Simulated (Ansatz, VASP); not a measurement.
## ZrB2 in VASP and in Ansatz

INCAR

```
PREC = Accurate
ENCUT = 520
EDIFF = 1E-7
ISMEAR = 0
SIGMA = 0.15
LREAL = False
LASPH = True
NELM = 80
ALGO = Normal
ISIF = 2
LWAVE = False
LCHARG = True
GGA = CA
LELF = True
LVHAR = True
NBANDS = 16
```

File KPOINTS:

```
Automatic mesh
0
Gamma
  18 18 12
```

The input POSCAR:

```
ZrB2
1.0
    3.1102064939      0.0000000000      0.0000000000
   -1.5551032470      2.6935178347      0.0000000000
    0.0000000000      0.0000000000      3.6806183649
Zr B
1 2
Direct
    0.0000000000      0.0000000000      0.0000000000
    0.3333333333      0.6666666667      0.5000000000
    0.6666666667      0.3333333333      0.5000000000
```

Input for Ansatz:

```yaml
crystal:
  lattice:
    - [3.1102064939, 0.0, 0.0]
    - [-1.555103247, 2.6935178347, 0.0]
    - [0.0, 0.0, 3.6806183649]
  atoms:
    - { symbol: Zr, position: [0.0, 0.0, 0.0] }
    - { symbol: B, position: [0.3333333333, 0.6666666667, 0.5] }
    - { symbol: B, position: [0.6666666667, 0.3333333333, 0.5] }
basis:
  ecutwfc: 520.0
kpoints:
  mp_grid: { grid: [18, 18, 12] }
hamiltonian:
  xc: lda
  pseudopotentials: { kind: paw }
scf:
  occupations: { method: gaussian, width: 0.15 }
output:
  forces: true
  stress: true
  eigenvalues: true
```

Alike in both runs: task single point; functional LDA; k mesh 18 × 18 × 12; occupations gaussian, width 0.15 eV; no spin polarisation.

```csv
,VASP,Ansatz
version,VASP 6.6.1,Ansatz 0.2.0
potentials or method,"VASP PAW LDA potentials, release 64 (Zr_sv, B), cutoff 520 eV","scalar-relativistic, plane waves, PAW"
valence electrons in the cell,18,18
```

```csv
,VASP,Ansatz,Ansatz less VASP
gap on the k mesh at the Fermi level (eV),none,none,-
pressure (GPa),-7.8,-8.3,-0.45
"traceless stress, the component that is largest in VASP (GPa)",-12.88,-12.90,-0.026
```

LDA's correlation is that of Perdew and Zunger in VASP and of Perdew and Wang (1992) in Ansatz. A gap of «none» marks a metal or a gap that the smearing closes.
